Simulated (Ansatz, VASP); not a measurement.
# One calculation of LiH, two programs

File POSCAR:

```
LiH
1.0
    0.0000000000      2.0367500000      2.0367500000
    2.0367500000      0.0000000000      2.0367500000
    2.0367500000      2.0367500000      0.0000000000
Li H
1 1
Direct
    0.0000000000      0.0000000000      0.0000000000
    0.5000000000      0.5000000000      0.5000000000
```

The input INCAR.step1:

```
SYSTEM = LiH
PREC = Accurate
ENCUT = 600
ISMEAR = 0
SIGMA = 0.01
LREAL = .FALSE.
LASPH = .TRUE.
NELM = 80
GGA = PE
ALGO = Normal
EDIFF = 1E-4
LWAVE = .TRUE.
LCHARG = .FALSE.
```

File INCAR.step2:

```
SYSTEM = LiH
PREC = Accurate
ENCUT = 600
EDIFF = 1E-6
ISMEAR = 0
SIGMA = 0.01
LREAL = .FALSE.
LASPH = .TRUE.
NELM = 80
ALGO = Normal
ISIF = 3
LWAVE = .FALSE.
LCHARG = .FALSE.
METAGGA = R2SCAN
LMIXTAU = .TRUE.
LUSE_VDW = .TRUE.
IVDW_NL = 2
BPARAM = 11.95
CPARAM = 0.0093
IBRION = 2
NSW = 60
EDIFFG = -0.005
ISTART = 1
```

The input KPOINTS:

```
Automatic mesh
0
G
  7 7 7
  0 0 0
```

Input for Ansatz:

```yaml
crystal:
  lattice:
    - [0.0, 2.03675, 2.03675]
    - [2.03675, 0.0, 2.03675]
    - [2.03675, 2.03675, 0.0]
  atoms:
    - { symbol: Li, position: [0.0, 0.0, 0.0] }
    - { symbol: H, position: [0.5, 0.5, 0.5] }
kpoints:
  mp_grid:
    grid: [7, 7, 7]
hamiltonian:
  xc: r2scan
  dispersion: rvv10
scf:
  occupations:
    method: fixed
relax:
  f_tol: 0.005
  max_steps: 40
  cell: {}
```

Alike in both runs: task relaxation of cell and atoms; functional r2SCAN; dispersion rVV10; k mesh 7 × 7 × 7; no spin polarisation.

|  | VASP | Ansatz |
| --- | --- | --- |
| version | VASP 6.6.1 | Ansatz 0.2.0 |
| potentials or method | VASP PAW PBE potentials, release 64 (Li_sv, H) | plane waves, PAW |
| plane-wave cutoff (eV) | 600 | 500 |
| occupations | gaussian, width 0.01 eV | fixed |
| valence electrons in the cell | 4 | 4 |

VASP gave:

| Property | Result |
| --- | --- |
| relaxed volume (Å³/atom) | 7.92 |
| relaxed cell length with the largest relative difference (Å) | 2.819 |

Question: Which values does Ansatz return?

Answer: Relaxed volume (Å³/atom): 7.98; relaxed cell length with the largest relative difference (Å): 2.826.

VASP's potentials were made for PBE, not for r2SCAN.

Noted on VASP's run: the cutoff is short for stress, so the pressure is rough.
